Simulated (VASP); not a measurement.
# Rh (Fm-3m) in VASP: a series of runs, part 2 of 2

VASP 6.6.1.

## (4) Single point, PBEsol

This run uses another cell than the first one, of 13.34 Å³/atom.

The input, INCAR:

```
PREC = Accurate ; ENCUT = 520
EDIFF = 1E-7 ; ISMEAR = -1
SIGMA = 0.1 ; LREAL = False
LASPH = True ; NELM = 80
ALGO = Normal ; ISIF = 2
LWAVE = False ; LCHARG = False
GGA = PS ; NBANDS = 14
```

The input, KPOINTS:

```
regular mesh
0
Gamma
  24 24 24
```

The input, POSCAR:

```
Rh
1.0
    0.0000000000      1.8824814756      1.8824814756
    1.8824814756      0.0000000000      1.8824814756
    1.8824814756      1.8824814756      0.0000000000
Rh
1
Direct
    0.0000000000      0.0000000000      0.0000000000
```

Potentials or basis: VASP PAW PBE potentials, release 64 (Rh_pv).

Started as:

```bash
$ cat potpaw_PBE.64/Rh_pv/POTCAR > POTCAR
$ mpirun -np 1 vasp_std > vasp.out
```

OUTCAR:

```text
PREC = Accurate
   ENCUT = 520
   EDIFF = 1E-7
   ISMEAR = -1
   LREAL = False
   LASPH = True
   NELM = 80
   ISIF = 2
   GGA = PS

 ion  position               nearest neighbor table
   1  0.000  0.000  0.000-

  LATTYP: Found a face centered cubic cell.
 ALAT       =     3.7649629512

  Lattice vectors:

 A1 = (   0.0000000000,   1.8824814756,   1.8824814756)
 A2 = (   1.8824814756,   0.0000000000,   1.8824814756)
 A3 = (   1.8824814756,   1.8824814756,   0.0000000000)

Analysis of symmetry for initial positions (statically):
=====================================================================
 Subroutine PRICEL returns:
 Original cell was already a primitive cell.

 Routine SETGRP: Setting up the symmetry group for a
 face centered cubic supercell.

 Subroutine GETGRP returns: Found 48 space group operations
 (whereof 48 operations were pure point group operations)
 out of a pool of 48 trial point group operations.

The static configuration has the point symmetry O_h .

Analysis of symmetry for dynamics (positions and initial velocities):
=====================================================================
 Subroutine PRICEL returns:
 Original cell was already a primitive cell.

 Routine SETGRP: Setting up the symmetry group for a
 face centered cubic supercell.

 Subroutine GETGRP returns: Found 48 space group operations
 (whereof 48 operations were pure point group operations)
 out of a pool of 48 trial point group operations.

The dynamic configuration has the point symmetry O_h .

 Subroutine INISYM returns: Found 48 space group operations
 (whereof 48 operations are pure point group operations),
 and found     1 'primitive' translations

----------------------------------------------------------------------------------------

                                     Primitive cell

  volume of cell :      13.3420

[... 111 lines left out ...]
   GGA     = PS    functional components
   LHFCALC =     F    Hartree Fock is set to
   AEXX    =    0.0000 exact exchange contribution
   IVDW    =     0    specifies the selected vdW correction
   LEPSILON=     F    determine dielectric tensor
   LRPA    =     F    only Hartree local field effects (RPA)
 non-spin polarized calculation
  energy-cutoff  :      520.00
  volume of cell :       13.34
 maximum number of plane-waves:       371
   NGX =  9   NGY =  9   NGZ =  9

 number of electron      15.0000004 magnetization

 Free energy of the ion-electron system (eV)
  ---------------------------------------------------
  ext. energy  EPLUGINS =         0.00000000
  ---------------------------------------------------
  free energy    TOTEN  =        -8.15677925 eV

  energy without entropy =       -8.11537028  energy(sigma->0) =       -8.13607476

 E-fermi :  12.3066     XC(G=0): -14.4126

 val. band max:       12.3040877463   @ k =  -0.4167   0.4583   0.0833
 cond. band min:      12.3122013127   @ k =   0.4167   0.3750   0.0000
 fundamental gap:      0.0081135663
 Fermi energy:        12.3065586976

 k-point     1 :       0.0000    0.0000    0.0000
  band No.  band energies     occupation
      1     -34.0708      2.00000
      2     -34.0708      2.00000
      3     -34.0708      2.00000
      4       4.0365      2.00000
      5       9.0726      2.00000
      6       9.0726      2.00000
      7       9.0726      2.00000
      8      11.2868      1.99993
      9      11.2868      1.99993
     10      28.2222      0.00000
     11      32.5948      0.00000
     12      33.8448      0.00000
     13      33.8448      0.00000
     14      33.8448      0.00000
[... 377 lines left out ...]
      1     -34.8598      2.00000
      2     -34.1862      2.00000
      3     -34.1857      2.00000
      4       5.9777      2.00000
      5       8.9708      2.00000
      6       9.0855      2.00000
      7      11.8135      1.98566
      8      12.8885      0.00592
      9      13.4279      0.00003
     10      21.7976      0.00000
     11      27.9855      0.00000
     12      32.5972      0.00000
     13      33.7849      0.00000
     14      34.0746      0.00000

 [... further k-points ...]

------------------------ aborting loop because EDIFF is reached ----------------------------------------

  FORCE on cell =-STRESS in cart. coord.  units (eV):
  Direction    XX          YY          ZZ          XY          YZ          ZX
  --------------------------------------------------------------------------------------
  -------------------------------------------------------------------------------------
  Total        0.3272523      0.3272523      0.3272523     -0.0000000      0.0000000     -0.0000000
  in kB       39.2980694     39.2980694     39.2980694     -0.0000000      0.0000000     -0.0000000
  external PRESSURE =      39.2980694 kB  Pullay stress =       0.0000000 kB

 VOLUME and BASIS-vectors are now :
 -----------------------------------------------------------------------------
  energy-cutoff  :      520.00
  volume of cell :       13.34
      direct lattice vectors                 reciprocal lattice vectors
     0.000000000  1.882481476  1.882481476    -0.265606863  0.265606863  0.265606863
     1.882481476  0.000000000  1.882481476     0.265606863 -0.265606863  0.265606863
     1.882481476  1.882481476  0.000000000     0.265606863  0.265606863 -0.265606863

 POSITION                                       TOTAL-FORCE (eV/Angst)
 -----------------------------------------------------------------------------------
      0.00000      0.00000      0.00000         0.000000      0.000000      0.000000
 -----------------------------------------------------------------------------------
    total drift:                                0.000000      0.000000      0.000000

  FREE ENERGIE OF THE ION-ELECTRON SYSTEM (eV)
  ---------------------------------------------------
  free  energy   TOTEN  =        -8.1567792461 eV

  energy  without entropy=       -8.1153702779  energy(sigma->0) =       -8.13607476
```

stdout:

```text
POSCAR found type information on POSCAR Rh
 POSCAR found :  1 types and       1 ions
 scaLAPACK will be used
 -----------------------------------------------------------------------------
|                                                                             |
|                                                                             |
|     You enforced a specific xc type in the INCAR file but a different       |
|     I HOPE YOU KNOW WHAT YOU ARE DOING!                                     |
|                                                                             |
 -----------------------------------------------------------------------------

 LDA part: xc-table for (Slater+PW92), standard interpolation
 POSCAR, INCAR and KPOINTS ok, starting setup
 FFT: planning ... GRIDC
 FFT: planning ... GRID_SOFT
 FFT: planning ... GRID
 WAVECAR not read
 entering main loop
```

Run time: 54 s. Hardware: 1 thread of Intel Xeon Platinum 8259CL at 2.50GHz (Skylake/Cascade Lake), shared host; peak memory 0.18 GiB.

What came out:

```
Free energy            : -8.1568 eV
Pressure               : 3.9 GPa
Band gap on the k mesh : zero (an odd number of electrons rules out a gap without spin polarisation)
```

Caveat: the cell stands under pressure; the PAW data sets were made with another functional, which shifts forces and pressure a little.

## (5) Single point, PBEsol

This run uses another cell than the first one, of 13.52 Å³/atom.

The input, INCAR:

```
ALGO     = Normal         # electronic algorithm
EDIFF    = 1E-6           # SCF threshold, eV
ENCUT    = 520            # plane-wave cutoff, eV
GGA      = PS             # functional
ISIF     = 2              # what is computed and relaxed
ISMEAR   = -1             # smearing method
LASPH    = True           # aspherical terms in the spheres
LCHARG   = False          # write CHGCAR
LREAL    = False          # projectors in reciprocal space
LWAVE    = False          # write WAVECAR
NBANDS   = 14             # bands
NELM     = 100            # most SCF steps
PREC     = Accurate       # precision mode
SIGMA    = 0.1            # smearing width, eV
```

The input, KPOINTS:

```
k-points
0
Gamma
  24 24 24
```

The input, POSCAR:

```
Rh
1.0
    0.0000000000      1.8907743586      1.8907743586
    1.8907743586      0.0000000000      1.8907743586
    1.8907743586      1.8907743586      0.0000000000
Rh
1
Direct
    0.0000000000      0.0000000000      0.0000000000
```

Started as:

```bash
$ cat potpaw_PBE.64/Rh_pv/POTCAR > POTCAR
$ mpirun -np 1 vasp_std > vasp.out
```

Wall time 50 s (1 thread of Intel Xeon Platinum 8259CL at 2.50GHz (Skylake/Cascade Lake), shared host); peak memory 0.18 GiB.

Results (log left out):

```yaml
Free_energy: -8.1590 eV
Pressure: -0.1 GPa
Band_gap_on_the_k_mesh: zero (an odd number of electrons rules out a gap without spin polarisation)
```

Levels at points of the mesh, in eV from the Fermi level:
| k point | band 4 | band 5 | band 6 | band 7 | band 8 | band 9 | band 10 | band 11 |
| --- | --- | --- | --- | --- | --- | --- | --- | --- |
| (0.00, 0.00, 0.00) | -8.17 | -3.17 | -3.17 | -3.17 | -1.00 | -1.00 | 15.93 | 20.33 |
| (0.50, 0.00, 0.00) | -6.30 | -3.24 | -3.24 | 0.61 | 0.61 | 0.64 | 8.77 | 15.44 |
| (0.50, 0.50, 0.00) | -6.50 | -6.12 | 0.59 | 1.03 | 1.03 | 3.21 | 12.45 | 13.34 |

Caveat: the PAW data sets were made with another functional, which shifts forces and pressure a little.

## (6) Single point, PBEsol

This run uses another cell than the first one, of 13.47 Å³/atom.

The input, INCAR:

```
PREC = Accurate
ENCUT = 520
EDIFF = 1E-6
ISMEAR = -1
SIGMA = 0.1
LREAL = F
LASPH = T
NELM = 80
ALGO = Normal
ISIF = 2
LWAVE = F
LCHARG = F
GGA = PS
NBANDS = 14
```

The input, KPOINTS:

```
regular mesh
0
Gamma
  24 24 24
```

The input, POSCAR:

```
Rh
1.0
    0.0000000000      1.8886559197      1.8886559197
    1.8886559197      0.0000000000      1.8886559197
    1.8886559197      1.8886559197      0.0000000000
Rh
1
Direct
    0.0000000000      0.0000000000      0.0000000000
```

Potentials or basis: VASP PAW PBE potentials, release 64 (Rh_pv).

Started as:

```bash
$ cat potpaw_PBE.64/Rh_pv/POTCAR > POTCAR
$ mpirun -np 1 vasp_std > vasp.out
```

OUTCAR:

```text
PREC = Accurate
   ENCUT = 520
   EDIFF = 1E-6
   ISMEAR = -1
   LREAL = F
   LASPH = T
   NELM = 80
   ISIF = 2
   GGA = PS

 ion  position               nearest neighbor table
   1  0.000  0.000  0.000-

  LATTYP: Found a face centered cubic cell.
 ALAT       =     3.7773118394

  Lattice vectors:

 A1 = (   0.0000000000,   1.8886559197,   1.8886559197)
 A2 = (   1.8886559197,   0.0000000000,   1.8886559197)
 A3 = (   1.8886559197,   1.8886559197,   0.0000000000)

Analysis of symmetry for initial positions (statically):
=====================================================================
 Subroutine PRICEL returns:
 Original cell was already a primitive cell.

 Routine SETGRP: Setting up the symmetry group for a
 face centered cubic supercell.

 Subroutine GETGRP returns: Found 48 space group operations
 (whereof 48 operations were pure point group operations)
 out of a pool of 48 trial point group operations.

The static configuration has the point symmetry O_h .

Analysis of symmetry for dynamics (positions and initial velocities):
=====================================================================
 Subroutine PRICEL returns:
 Original cell was already a primitive cell.
[... 168 lines left out ...]
      7       8.9362      2.00000
      8      11.1164      1.99991
      9      11.1164      1.99991
     10      28.0470      0.00000
     11      32.4379      0.00000
     12      33.6128      0.00000
     13      33.6128      0.00000
     14      33.6128      0.00000
[... 377 lines left out ...]
      1     -35.0019      2.00000
      2     -34.3509      2.00000
      3     -34.3504      2.00000
      4       5.8758      2.00000
      5       8.8373      2.00000
      6       8.9500      2.00000
      7      11.6403      1.98378
      8      12.6928      0.00655
      9      13.2340      0.00003
     10      21.5097      0.00000
     11      27.8005      0.00000
     12      32.4399      0.00000
     13      33.5043      0.00000
     14      33.7929      0.00000

 [... further k-points ...]

------------------------ aborting loop because EDIFF is reached ----------------------------------------

  FORCE on cell =-STRESS in cart. coord.  units (eV):
  Direction    XX          YY          ZZ          XY          YZ          ZX
  --------------------------------------------------------------------------------------
  -------------------------------------------------------------------------------------
  Total        0.0763139      0.0763139      0.0763139      0.0000000      0.0000000     -0.0000000
  in kB        9.0745588      9.0745588      9.0745588      0.0000000      0.0000000     -0.0000000
  external PRESSURE =       9.0745588 kB  Pullay stress =       0.0000000 kB

 VOLUME and BASIS-vectors are now :
 -----------------------------------------------------------------------------
  energy-cutoff  :      520.00
  volume of cell :       13.47
      direct lattice vectors                 reciprocal lattice vectors
     0.000000000  1.888655920  1.888655920    -0.264738534  0.264738534  0.264738534
     1.888655920  0.000000000  1.888655920     0.264738534 -0.264738534  0.264738534
     1.888655920  1.888655920  0.000000000     0.264738534  0.264738534 -0.264738534

 POSITION                                       TOTAL-FORCE (eV/Angst)
 -----------------------------------------------------------------------------------
      0.00000      0.00000      0.00000         0.000000      0.000000      0.000000
 -----------------------------------------------------------------------------------
    total drift:                                0.000000      0.000000      0.000000

  FREE ENERGIE OF THE ION-ELECTRON SYSTEM (eV)
  ---------------------------------------------------
  free  energy   TOTEN  =        -8.1588642302 eV

  energy  without entropy=       -8.1166667570  energy(sigma->0) =       -8.13776549
```

stdout:

```text
POSCAR found type information on POSCAR Rh
 POSCAR found :  1 types and       1 ions
 scaLAPACK will be used
 -----------------------------------------------------------------------------
|                                                                             |
|                                                                             |
|     You enforced a specific xc type in the INCAR file but a different       |
|     I HOPE YOU KNOW WHAT YOU ARE DOING!                                     |
|                                                                             |
 -----------------------------------------------------------------------------

 LDA part: xc-table for (Slater+PW92), standard interpolation
 POSCAR, INCAR and KPOINTS ok, starting setup
 FFT: planning ... GRIDC
 FFT: planning ... GRID_SOFT
 FFT: planning ... GRID
 WAVECAR not read
 entering main loop
```

Wall time 49 s (1 thread of Intel Xeon Platinum 8259CL at 2.50GHz (Skylake/Cascade Lake), shared host); peak memory 0.18 GiB.

What came out:

* Free energy: -8.1589 eV
* Pressure: 0.9 GPa
* Band gap on the k mesh: zero (an odd number of electrons rules out a gap without spin polarisation)

Levels at points of the mesh, in eV from the Fermi level:
```csv
k point,band 3,band 4,band 5,band 6,band 7,band 8,band 9,band 10,band 11,band 12
"(0.00, 0.00, 0.00)",-46.36,-8.20,-3.18,-3.18,-3.18,-1.00,-1.00,15.93,20.32,21.49
"(0.50, 0.00, 0.00)",-46.47,-6.33,-3.26,-3.26,0.61,0.61,0.64,8.81,15.44,20.32
"(0.50, 0.50, 0.00)",-46.65,-6.53,-6.15,0.59,1.04,1.04,3.21,12.50,13.36,13.36
```

Caveat: the PAW data sets were made with another functional, which shifts forces and pressure a little.

## (7) Overview

| cell | gap on the mesh (eV) | pressure (GPa) |
| --- | --- | --- |
| a = 2.654 Å, angles 60.0°, 1 atom | none | 6.9 |
| a = 2.668 Å, angles 60.0°, 1 atom | none | 1.9 |
| a = 2.662 Å, angles 60.0°, 1 atom | none | 3.9 |
| a = 2.674 Å, angles 60.0°, 1 atom | none | -0.1 |
| a = 2.671 Å, angles 60.0°, 1 atom | none | 0.9 |

Alike in all rows: task single point; level PBEsol; potentials or basis VASP PAW PBE potentials, release 64 (Rh_pv); no spin polarisation; k mesh 24 × 24 × 24; cutoff (eV) 520; smearing fermi-dirac 0.1 eV.

Caveats: the PAW data sets were made with another functional, which shifts forces and pressure a little; the cell stands under pressure (at least some runs).

Total energies depend on the potentials used, so only differences within one code and one set of settings carry meaning.
